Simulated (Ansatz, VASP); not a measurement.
# Two plane-wave programs on HfTiH6

File INCAR:

```
SYSTEM = HfTiH6
PREC = Accurate
ENCUT = 520
EDIFF = 1E-7
ISMEAR = 0
SIGMA = 0.1
LREAL = .FALSE.
LASPH = .TRUE.
NELM = 80
ALGO = Normal
ISIF = 2
LWAVE = .FALSE.
LCHARG = .TRUE.
GGA = PE
LELF = .TRUE.
LVHAR = .TRUE.
NBANDS = 24
```

File KPOINTS:

```
Automatic mesh
0
G
  6 6 6
  0 0 0
```

Contents of POSCAR:

```
HfTiH6
1.0
    3.0642048032      1.7691194680      2.0102965892
   -3.0642048032      1.7691194680      2.0102965892
    0.0000000000     -3.5382389359      2.0102965892
Hf Ti H
1 1 6
Direct
    0.0000000000      0.0000000000      0.0000000000
    0.5000000000      0.5000000000      0.5000000000
    0.2650000000      0.2650000000      0.9260000000
    0.9260000000      0.2650000000      0.2650000000
    0.2650000000      0.9260000000      0.2650000000
    0.0740000000      0.7350000000      0.7350000000
    0.7350000000      0.7350000000      0.0740000000
    0.7350000000      0.0740000000      0.7350000000
```

Input for Ansatz:

```yaml
crystal:
  lattice:
    - [3.0642048032, 1.769119468, 2.0102965892]
    - [-3.0642048032, 1.769119468, 2.0102965892]
    - [0.0, -3.5382389359, 2.0102965892]
  atoms:
    - { symbol: Hf, position: [0.0, 0.0, 0.0] }
    - { symbol: Ti, position: [0.5, 0.5, 0.5] }
    - { symbol: H, position: [0.265, 0.265, 0.926] }
    - { symbol: H, position: [0.926, 0.265, 0.265] }
    - { symbol: H, position: [0.265, 0.926, 0.265] }
    - { symbol: H, position: [0.074, 0.735, 0.735] }
    - { symbol: H, position: [0.735, 0.735, 0.074] }
    - { symbol: H, position: [0.735, 0.074, 0.735] }
basis:
  ecutwfc: 420
kpoints:
  mp_grid: { grid: [6, 6, 6] }
hamiltonian:
  xc: pbe
scf:
  occupations: { method: gaussian, width: 0.1 }
  lower_state_search: "off"
output:
  forces: true
  stress: true
  eigenvalues: true
```

Alike in both runs: task single point; functional PBE; k mesh 6 × 6 × 6; occupations gaussian, width 0.1 eV; no spin polarisation.

|  | VASP | Ansatz |
| --- | --- | --- |
| version | VASP 6.6.1 | Ansatz 0.2.0 |
| potentials or method | VASP PAW PBE potentials, release 64 (Hf_pv, Ti_sv, H), cutoff 520 eV | scalar-relativistic, plane waves, PAW |
| valence electrons in the cell | 28 | 44 |

VASP gave:

- gap on the k mesh at the Fermi level (eV): none
- rms of the force components (eV/Å): 4.035

Q: Which values does Ansatz return?

A: gap on the k mesh at the Fermi level (eV): none; rms of the force components (eV/Å): 3.940.

Atom by atom the forces differ by 0.095 eV/Å (rms over components). A gap of «none» marks a metal or a gap that the smearing closes. With one functional, cell and mesh, what is left measures potentials, basis and numerics. VASP's potentials hold 28 valence electrons a cell and Ansatz's 44, so a difference there can come from the potentials and not from the codes.

Neither program's run includes spin-orbit coupling.
